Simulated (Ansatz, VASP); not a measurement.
## Cu3W2 in VASP and in Ansatz

```xyz
5
Lattice="5.0689 0.0000 0.0000 -2.5344 4.3898 0.0000 0.0000 0.0000 4.6531" Properties=species:S:1:pos:R:3 pbc="T T T"
Cu    2.5344    0.0000    2.3266
Cu   -1.2672    2.1949    2.3266
Cu    1.2672    2.1949    2.3266
W     0.0000    0.0000    2.3266
W     0.0000    0.0000    0.0000
```

Alike in both runs: functional PBE; k mesh 12 × 12 × 8; occupations gaussian, width 0.1 eV; no spin polarisation.

Ansatz relaxed the structure, and its values are those at the end. VASP's run is a single point on that final structure, the one shown.

|  | VASP | Ansatz |
| --- | --- | --- |
| version | VASP 6.6.1 | Ansatz 0.2.0 |
| potentials or method | VASP PAW PBE potentials, release 64 (Cu, W_sv), cutoff 520 eV | scalar-relativistic, plane waves, PAW |
| valence electrons in the cell | 61 | 85 |

Ansatz gave:

* gap on the k mesh at the Fermi level (eV): none
* pressure (GPa): 0.0

Question: Which values does VASP return?

Answer: gap on the k mesh at the Fermi level (eV): none; pressure (GPa): 0.8.

A gap of «none» marks a metal or a gap that the smearing closes. With one functional, cell and mesh, what is left measures potentials, basis and numerics. VASP's potentials hold 61 valence electrons a cell and Ansatz's 85, so a difference there can come from the potentials and not from the codes.

Spin-orbit coupling is off throughout.
